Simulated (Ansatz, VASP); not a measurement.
Ta2Al5 in VASP and in Ansatz

```
Ta Al
1.0
     3.59432   -5.90140    0.00000
     3.59432    5.90140    0.00000
     0.00000    0.00000    2.86016
Ta Al
2 5
Direct
  0.71116 0.28884 0.50000
  0.28884 0.71116 0.50000
  0.30342 0.06842 0.00000
  0.69658 0.93158 0.00000
  0.93158 0.69658 0.00000
  0.06842 0.30342 0.00000
  0.50000 0.50000 0.00000
```

Alike in both runs: task relaxation of cell and atoms; functional PBE; k mesh 6 × 6 × 12; occupations gaussian, width 0.1 eV; no spin polarisation.

|  | VASP | Ansatz |
| --- | --- | --- |
| version | VASP 6.6.1 | Ansatz 0.2.0 |
| potentials or method | VASP PAW PBE potentials, release 64 (Ta_pv, Al), cutoff 600 eV | scalar-relativistic, plane waves, PAW |
| valence electrons in the cell | 37 | 41 |

|  | VASP | Ansatz | Ansatz less VASP |
| --- | --- | --- | --- |
| gap on the k mesh at the Fermi level, each at its own relaxed structure (eV) | none | none | - |
| relaxed volume (Å³/atom) | 17.35 | 17.35 | -0.001 |
| relaxed cell length with the largest relative difference (Å) | 2.868 | 2.868 | -0.0001 |

A gap of «none» marks a metal or a gap that the smearing closes. VASP's potentials hold 37 valence electrons a cell and Ansatz's 41, so a difference there can come from the potentials and not from the codes.

Neither program's run includes spin-orbit coupling.
